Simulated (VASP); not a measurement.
Write the native input for VASP 6.6.1 that does the following.

| Quantity | Value |
| --- | --- |
| Task | relaxation of cell and atoms |
| Functional | PBE |
| Potentials or basis | VASP PAW PBE potentials, release 64 (Si, B) |
| Cutoff | 500 eV |
| k mesh | 4 × 4 × 4 |
| Occupations | gaussian, width 0.2 eV |
| Spin | no spin polarisation |
| Dipole correction | no |
| Further INCAR settings | ALGO = Normal; EDIFF = 1e-07; IBRION = 2; EDIFFG = -0.08; NSW = 36; ISIF = 3 |

The structure of Si2B3 lies in POSCAR:

```
Si2B3
1.0
    3.7172927700      0.0000000000      0.0000000000
    0.0000000000      3.7172927700      0.0000000000
    0.0000000000      0.0000000000      3.7172927700
Si B
2 3
Direct
    0.5000000000      0.5000000000      0.5000000000
    0.0000000000      0.0000000000      0.0000000000
    0.5000000000      0.0000000000      0.0000000000
    0.0000000000      0.5000000000      0.0000000000
    0.0000000000      0.0000000000      0.5000000000
```

These files were run (other wordings do the same):

INCAR

```
SYSTEM = Si2B3
ALGO = Normal ; EDIFF = 1E-7
EDIFFG = -0.08 ; ENCUT = 500
GGA = PE ; GGA_COMPAT = .False.
IBRION = 2 ; ISIF = 3
ISMEAR = 0 ; LASPH = .True.
LCHARG = .False. ; LREAL = .False.
LWAVE = .False. ; NELM = 120
NELMIN = 4 ; NSW = 36
PREC = Accurate ; SIGMA = 0.2
```

KPOINTS

```
k-points
0
Gamma
  4 4 4
  0 0 0
```

Potentials or basis: VASP PAW PBE potentials, release 64 (Si, B).

Run with:

```console
$ cat potpaw_PBE.64/Si/POTCAR potpaw_PBE.64/B/POTCAR > POTCAR
$ mpirun -np 1 vasp_std > vasp.out
```

It gave:

```json
{
  "Relaxed volume": "12.72 Å³/atom",
  "Relaxed cell": "a = 3.992 Å, b = 3.992 Å, c = 3.992 Å, α = 90.00°, β = 90.00°, γ = 90.00°",
  "Space group after relaxing (to 0.05 Å)": "Pm-3m (No. 221)",
  "Energy gained by relaxing": "213.9 meV/atom",
  "Ionic steps": "3",
  "Pressure after relaxing": "0.3 GPa"
}
```

Caveat: the k points lie up to 0.39 Å⁻¹ apart in the final cell; the volume moved by over 15 % at a fixed basis, so the end points are rough.

It took 16 s on 1 thread of AMD EPYC 7R13 Processor (Zen 3), on a shared host, peak memory 0.12 GiB.
